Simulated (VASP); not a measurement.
# KCl in VASP: further runs

The runs below take KCl through single point, with HSE06, PBE.

Everything below comes from runs of VASP 6.6.1. Logs are shortened: lines on timing, memory, paths and dates and some standing lists are left out, and cuts for length are marked.

### 1 The cell of the first run

The structure is tetragonal, space group P4/mmm (No. 123). Conventional cell: a = 3.555 Å, b = 3.555 Å, c = 3.771 Å, α = 90.00°, β = 90.00°, γ = 90.00°. Within 4.1 Å of K (site symmetry 4/mmm) lie 8 Cl at 3.14 Å and 6 K at 3.56 to 3.77 Å. Within 4.1 Å of Cl (site symmetry 4/mmm) lie 8 K at 3.14 Å and 6 Cl at 3.56 to 3.77 Å.

### 2 Single point, HSE06 (biaxial xy strain -5.7%)

POSCAR reads:

```
KCl
1.0
    3.5550803456      0.0000000000      0.0000000000
    0.0000000000      3.5550803456      0.0000000000
    0.0000000000      0.0000000000      3.7711682885
K Cl
1 1
Direct
    0.0000000000      0.0000000000      0.0000000000
    0.5000000000      0.5000000000      0.5000000000
```

INCAR.step1 reads:

```
SYSTEM = KCl
PREC     = Accurate       ! precision mode
ENCUT    = 520            ! plane-wave cutoff, eV
EDIFF    = 1E-5           ! SCF threshold, eV
ISMEAR   = 0              ! smearing method
SIGMA    = 0.01           ! smearing width, eV
LREAL    = .False.        ! projectors in reciprocal space
LASPH    = .True.         ! aspherical terms in the spheres
NELM     = 100            ! most SCF steps
ALGO     = Normal         ! electronic algorithm
ISIF     = 2              ! what is computed and relaxed
LWAVE    = .True.         ! write WAVECAR
LCHARG   = .False.        ! write CHGCAR
GGA      = PE             ! functional
NBANDS   = 15             ! bands
```

INCAR.step2 reads:

```
SYSTEM = KCl
PREC     = Accurate       ! precision mode
ENCUT    = 520            ! plane-wave cutoff, eV
EDIFF    = 1E-7           ! SCF threshold, eV
ISMEAR   = 0              ! smearing method
SIGMA    = 0.01           ! smearing width, eV
LREAL    = .False.        ! projectors in reciprocal space
LASPH    = .True.         ! aspherical terms in the spheres
NELM     = 100            ! most SCF steps
ALGO     = Normal         ! electronic algorithm
ISIF     = 2              ! what is computed and relaxed
LWAVE    = .False.        ! write WAVECAR
LCHARG   = .False.        ! write CHGCAR
GGA      = PE             ! functional
LHFCALC  = .True.         ! exact exchange
HFSCREEN = 0.2079         ! screening, 1/A
PRECFOCK = Normal       
ISTART   = 1            
NBANDS   = 15             ! bands
```

KPOINTS reads:

```
regular mesh
0
Gamma
  6 6 6
  0 0 0
```

Potentials or basis: VASP PAW PBE potentials, release 64 (K_sv, Cl).

Command:

```sh
> cat potpaw_PBE.64/K_sv/POTCAR potpaw_PBE.64/Cl/POTCAR > POTCAR
> cp INCAR.step1 INCAR
> mpirun -np 1 vasp_std > vasp.out
> cp INCAR.step2 INCAR
> mpirun -np 1 vasp_std > vasp.out
```

OUTCAR:

```text
SYSTEM = KCl
   PREC = Accurate
   ENCUT = 520
   EDIFF = 1E-7
   ISMEAR = 0
   LREAL = .False.
   LASPH = .True.
   NELM = 100
   ISIF = 2
   GGA = PE
   LHFCALC = .True.
   HFSCREEN = 0.2079
   PRECFOCK = Normal
   ISTART = 1

 ion  position               nearest neighbor table
   1  0.000  0.000  0.000-   2 3.14   2 3.14   2 3.14   2 3.14   2 3.14   2 3.14   2 3.14   2 3.14

   2  0.500  0.500  0.500-   1 3.14   1 3.14   1 3.14   1 3.14   1 3.14   1 3.14   1 3.14   1 3.14

  LATTYP: Found a simple tetragonal cell.
 ALAT       =     3.5550803456
 C/A-ratio  =     1.0607828577

  Lattice vectors:

 A1 = (   3.5550803456,   0.0000000000,   0.0000000000)
 A2 = (   0.0000000000,   3.5550803456,   0.0000000000)
 A3 = (   0.0000000000,   0.0000000000,   3.7711682885)

Analysis of symmetry for initial positions (statically):
=====================================================================
 Subroutine PRICEL returns:
 Original cell was already a primitive cell.

 Routine SETGRP: Setting up the symmetry group for a
 simple tetragonal supercell.

 Subroutine GETGRP returns: Found 16 space group operations
 (whereof 16 operations were pure point group operations)
 out of a pool of 16 trial point group operations.

The static configuration has the point symmetry D_4h.

Analysis of symmetry for dynamics (positions and initial velocities):
=====================================================================
 Subroutine PRICEL returns:
 Original cell was already a primitive cell.

 Routine SETGRP: Setting up the symmetry group for a
 simple tetragonal supercell.

 Subroutine GETGRP returns: Found 16 space group operations
 (whereof 16 operations were pure point group operations)
 out of a pool of 16 trial point group operations.

The dynamic configuration has the point symmetry D_4h.

 Subroutine INISYM returns: Found 16 space group operations
 (whereof 16 operations are pure point group operations),
 and found     1 'primitive' translations

----------------------------------------------------------------------------------------

                                     Primitive cell

  volume of cell :      47.6623

  direct lattice vectors                    reciprocal lattice vectors
     3.555080346  0.000000000  0.000000000     0.281287595  0.000000000  0.000000000
     0.000000000  3.555080346  0.000000000     0.000000000  0.281287595  0.000000000
     0.000000000  0.000000000  3.771168289     0.000000000  0.000000000  0.265169816

  length of vectors
     3.555080346  3.555080346  3.771168289     0.281287595  0.281287595  0.265169816

  position of ions in fractional coordinates (direct lattice)
     0.000000000  0.000000000  0.000000000
     0.500000000  0.500000000  0.500000000

  ion indices of the primitive-cell ions
   primitive index   ion index
                 1           1
                 2           2

----------------------------------------------------------------------------------------

 KPOINTS: regular mesh

Automatic generation of k-mesh.
 Grid dimensions read from file:
 generate k-points for:    6    6    6

 Generating k-lattice:

  Cartesian coordinates                     Fractional coordinates (reciprocal lattice)
     0.046881266  0.000000000  0.000000000     0.166666667  0.000000000  0.000000000
     0.000000000  0.046881266  0.000000000     0.000000000  0.166666667  0.000000000
     0.000000000  0.000000000  0.044194969     0.000000000  0.000000000  0.166666667

  Length of vectors
     0.046881266  0.046881266  0.044194969

  Shift w.r.t. Gamma in fractional coordinates (k-lattice)
     0.000000000  0.000000000  0.000000000

 Subroutine IBZKPT returns following result:
 ===========================================

 Found     40 irreducible k-points:

 Following reciprocal coordinates:
            Coordinates               Weight
  0.000000  0.000000  0.000000      1.000000
  0.166667  0.000000  0.000000      4.000000
  0.333333  0.000000  0.000000      4.000000
  0.500000  0.000000  0.000000      2.000000
  0.166667  0.166667  0.000000      4.000000
  0.333333  0.166667  0.000000      8.000000
[... 16 lines left out ...]
  0.333333  0.000000  0.333333      8.000000
  0.500000  0.000000  0.333333      4.000000
 [... further k-points ...]
   k-points           NKPTS =     40   k-points in BZ     NKDIM =    216   number of bands    NBANDS=     15
   number of dos      NEDOS =    301   number of ions     NIONS =      2
   total plane-waves  NPLWV =  21952
   dimension x,y,z NGX =    28 NGY =   28 NGZ =   28
   dimension x,y,z NGXF=    56 NGYF=   56 NGZF=   56
   ions per type =               1   1
   NGX,Y,Z   is equivalent  to a cutoff of  13.09, 13.09, 12.34 a.u.
   NGXF,Y,Z  is equivalent  to a cutoff of  26.19, 26.19, 24.69 a.u.
 SYSTEM =  KCl
   PREC   = accura    normal or accurate (medium, high low for compatibility)
   ISTART =      1    job   : 0-new  1-cont  2-samecut
   ICHARG =      0    charge: 1-file 2-atom 10-const
   ISPIN  =      1    spin polarized calculation?
   LNONCOLLINEAR =      F non collinear calculations
   LSORBIT =      F    spin-orbit coupling
   LASPH  =      T    aspherical Exc in radial PAW
   ENCUT  =  520.0 eV  38.22 Ry    6.18 a.u.   6.61  6.61  7.01*2*pi/ulx,y,z
   NELM   =    100;   NELMIN=  2; NELMDL=  0     # of ELM steps
   EDIFF  = 0.1E-06   stopping-criterion for ELM
   LREAL  =      F    real-space projection
   EDIFFG = 0.1E-05   stopping-criterion for IOM
   NSW    =      0    number of steps for IOM
   IBRION =     -1    ionic relax: 0-MD 1-quasi-New 2-CG
   NFREE  =      0    steps in history (QN), initial steepest desc. (CG)
   ISIF   =      2    stress and relaxation
   ISYM   =      3    0-nonsym 1-usesym 2-fastsym
   POTIM  = 0.5000    time-step for ionic-motion
   TEBEG  =    0.0;   TEEND  =   0.0 temperature during run
   PSTRESS=    0.0 pullay stress
   NELECT =      16.0000    total number of electrons
   NUPDOWN=      -1.0000    fix difference up-down
   EMIN   =  10.00;   EMAX   =-10.00  energy-range for DOS
   EFERMI =   0.00;   METHOD = LEGACY
   ISMEAR =     0;   SIGMA  =   0.01  broadening in eV -4-tet -1-fermi 0-gaus
   EFERMI_NEDOS =   21; number of points for ismear=-14 and -15
   IALGO  =     38    algorithm
   IMIX   =      1    mixing-type and parameters
     AMIX     =   0.40;   BMIX     =  1.00
     AMIX_MAG =   1.60;   BMIX_MAG =  1.00
  volume/ion in A,a.u.               =      23.83       160.82
  Fermi-wavevector in a.u.,A,eV,Ry     =   1.137775  2.150084 17.613192  1.294533
  Thomas-Fermi vector in A             =   2.274480
   LORBIT       =      0    0 simple, 1 ext, 2 COOP (PROOUT), +10 PAW based schemes
   GGA     = PE    functional components
   LHFCALC =     T    Hartree Fock is set to
   PRECFOCK=normal    Normal, Fast or Accurate (Low or Medium for compatibility)
   ENCUT4O =  -1.0   cutoff for four orbital integrals eV
   NKREDX  =     1    reduce k-point grid by
   NKREDY  =     1    reduce k-point grid by
   NKREDZ  =     1    reduce k-point grid by
   AEXX    =    0.2500 exact exchange contribution
   HFSCREEN=    0.2079 screening length (either q_TF or 0.3 A-1)
   HFSCREENC=   0.2079 screening length for correlation (either q_TF or 0.3 A-1)
   ENCUTFOCK=  -1.0 apply spherical cutoff to Coloumb kernel
   IVDW    =     0    specifies the selected vdW correction
   LEPSILON=     F    determine dielectric tensor
   LRPA    =     F    only Hartree local field effects (RPA)
 non-spin polarized calculation
 Gauss-broadening in eV      SIGMA  =   0.01
  energy-cutoff  :      520.00
  volume of cell :       47.66
 maximum number of plane-waves:      1295
 NGX is ok and might be reduce to    28
  NGX = 20; NGY = 20; NGZ = 24

 number of electron      16.0000002 magnetization

 Free energy of the ion-electron system (eV)
  ---------------------------------------------------
  ext. energy  EPLUGINS =         0.00000000
  ---------------------------------------------------
  free energy    TOTEN  =        -7.60928169 eV

  energy without entropy =       -7.60928169  energy(sigma->0) =       -7.60928169

 E-fermi :  -0.5494     XC(G=0):  -7.3424

 val. band max:       -0.7121258879   @ k =   0.5000   0.0000   0.5000
 cond. band min:       6.0520469551   @ k =   0.0000   0.0000   0.0000
 fundamental gap:      6.7641728430
 Fermi energy:        -0.5493827178

 k-point     1 :       0.0000    0.0000    0.0000
  band No.  band energies     occupation
      1     -30.7936      2.00000
      2     -14.9848      2.00000
      3     -12.8168      2.00000
      4     -12.7534      2.00000
      5     -12.7534      2.00000
      6      -1.3312      2.00000
      7      -0.9514      2.00000
      8      -0.9514      2.00000
      9       6.0520      0.00000
     10       6.8993      0.00000
     11       7.1076      0.00000
     12      11.9522      0.00000
     13      11.9522      0.00000
     14      12.4641      0.00000
     15      14.8753      0.00000

 k-point     2 :       0.1667    0.0000    0.0000
  band No.  band energies     occupation
      1     -30.7811      2.00000
      2     -15.0183      2.00000
      3     -12.7971      2.00000
      4     -12.7427      2.00000
      5     -12.7371      2.00000
      6      -1.6536      2.00000
      7      -1.3471      2.00000
      8      -0.9512      2.00000
      9       6.6646      0.00000
     10       7.3066      0.00000
     11       7.9205      0.00000
     12      11.8017      0.00000
     13      12.1481      0.00000
     14      12.2500      0.00000
     15      14.1338      0.00000
[... 365 lines left out ...]
      3     -13.0807      2.00000
      4     -12.7829      2.00000
      5     -12.6801      2.00000
      6      -2.4714      2.00000
      7      -2.1691      2.00000
      8      -0.8386      2.00000
      9       7.6107      0.00000
     10       8.6523      0.00000
     11      10.5133      0.00000
     12      10.8348      0.00000
     13      11.2853      0.00000
     14      11.8532      0.00000
     15      13.5774      0.00000

 k-point    24 :       0.5000    0.0000    0.3333
  band No.  band energies     occupation
      1     -30.7252      2.00000
      2     -14.7610      2.00000
      3     -13.0493      2.00000
      4     -13.0023      2.00000
      5     -12.6669      2.00000
      6      -2.7168      2.00000
      7      -2.1122      2.00000
      8      -0.7753      2.00000
      9       7.2852      0.00000
     10       8.6209      0.00000
     11      10.4059      0.00000
     12      10.5817      0.00000
     13      11.6047      0.00000
     14      12.4925      0.00000
     15      14.2321      0.00000

 [... further k-points ...]
[... 5 lines left out ...]
  --------------------------------------------------------------------------------------
  -------------------------------------------------------------------------------------
  Total        1.5868267      1.5868267      0.6528041      0.0000000      0.0000000     -0.0000000
  in kB       53.3415126     53.3415126     21.9441453      0.0000000      0.0000000     -0.0000000
  external PRESSURE =      42.8757235 kB  Pullay stress =       0.0000000 kB

 VOLUME and BASIS-vectors are now :
 -----------------------------------------------------------------------------
  energy-cutoff  :      520.00
  volume of cell :       47.66
      direct lattice vectors                 reciprocal lattice vectors
     3.555080346  0.000000000  0.000000000     0.281287595  0.000000000  0.000000000
     0.000000000  3.555080346  0.000000000     0.000000000  0.281287595  0.000000000
     0.000000000  0.000000000  3.771168289     0.000000000  0.000000000  0.265169816

 POSITION                                       TOTAL-FORCE (eV/Angst)
 -----------------------------------------------------------------------------------
      0.00000      0.00000      0.00000         0.000000      0.000000      0.000000
      1.77754      1.77754      1.88558         0.000000      0.000000      0.000000
 -----------------------------------------------------------------------------------
    total drift:                               -0.000001     -0.000000      0.000001

  FREE ENERGIE OF THE ION-ELECTRON SYSTEM (eV)
  ---------------------------------------------------
  free  energy   TOTEN  =        -7.6092816866 eV

  energy  without entropy=       -7.6092816866  energy(sigma->0) =       -7.60928169
```

It took 29 min on 1 thread of Intel Xeon 6975P-C (Granite Rapids), shared host; peak memory 0.3 GiB.

What came out:

```
Free energy            : -7.6093 eV
Pressure               : 4.3 GPa
Band gap on the k mesh : 6.76 eV, indirect (least direct gap 7.00 eV)
```

Stress tensor (GPa, compression positive):
```
5.33 0.00 0.00
0.00 5.33 0.00
0.00 0.00 2.19
```

Caveat: the cell differs from its parent crystal (biaxial xy strain -5.7%); the PAW data sets were made with another functional, which shifts forces and pressure a little. A k mesh can miss the band edges.

### 3 Single point, PBE (shear xy strain +1.4%)

INCAR reads:

```
ALGO     = Normal         # electronic algorithm
EDIFF    = 1E-6           # SCF threshold, eV
ENCUT    = 520            # plane-wave cutoff, eV
GGA      = PE             # functional
ISIF     = 2              # what is computed and relaxed
ISMEAR   = -1             # smearing method
LASPH    = True           # aspherical terms in the spheres
LCHARG   = False          # write CHGCAR
LREAL    = False          # projectors in reciprocal space
LWAVE    = False          # write WAVECAR
NBANDS   = 15             # bands
NELM     = 100            # most SCF steps
PREC     = Accurate       # precision mode
SIGMA    = 0.02           # smearing width, eV
```

KPOINTS reads:

```
k-points
0
Gamma
  8 8 8
```

POSCAR reads:

```
KCl
1.0
    3.7711682885      0.0269638533      0.0000000000
    0.0269638533      3.7711682885      0.0000000000
    0.0000000000      0.0000000000      3.7711682885
K Cl
1 1
Direct
    0.0000000000      0.0000000000      0.0000000000
    0.5000000000      0.5000000000      0.5000000000
```

Potentials or basis: VASP PAW PBE potentials, release 64 (K_sv, Cl).

Command:

```sh
> cat potpaw_PBE.64/K_sv/POTCAR potpaw_PBE.64/Cl/POTCAR > POTCAR
> mpirun -np 1 vasp_std > vasp.out
```

It took 23 s on 1 thread of Intel Xeon 6975P-C (Granite Rapids), shared host; peak memory 0.21 GiB.

The run converged. Its results:

```yaml
Free_energy: -6.6449 eV
Pressure: 1.1 GPa
Band_gap_on_the_k_mesh: 5.03 eV, indirect (least direct gap 5.24 eV)
```

Stress tensor (GPa, compression positive):
```
 1.10 -0.10  0.00
-0.10  1.10  0.00
 0.00  0.00  1.10
```

Levels at points of the mesh, in eV from the valence-band top:
| k point | band 6 | band 7 | band 8 | band 9 | band 10 | band 11 |
| --- | --- | --- | --- | --- | --- | --- |
| (0.00, 0.00, 0.00) | -0.22 | -0.21 | -0.21 | 5.03 | 6.52 | 6.52 |
| (0.50, 0.00, 0.00) | -1.90 | -0.24 | -0.24 | 7.95 | 7.97 | 8.54 |
| (0.50, 0.50, 0.00) | -1.29 | -1.26 | 0.00 | 6.22 | 7.35 | 8.98 |
| (0.00, 0.00, 0.50) | -1.90 | -0.26 | -0.21 | 7.95 | 7.97 | 8.54 |
| (0.50, 0.00, 0.50) | -1.27 | -1.27 | 0.00 | 6.22 | 7.35 | 8.99 |
| (0.50, 0.50, 0.50) | -1.44 | -1.44 | -1.43 | 8.91 | 8.98 | 9.06 |

Caveat: the cell differs from its parent crystal (shear xy strain +1.4%). A k mesh can miss the band edges.
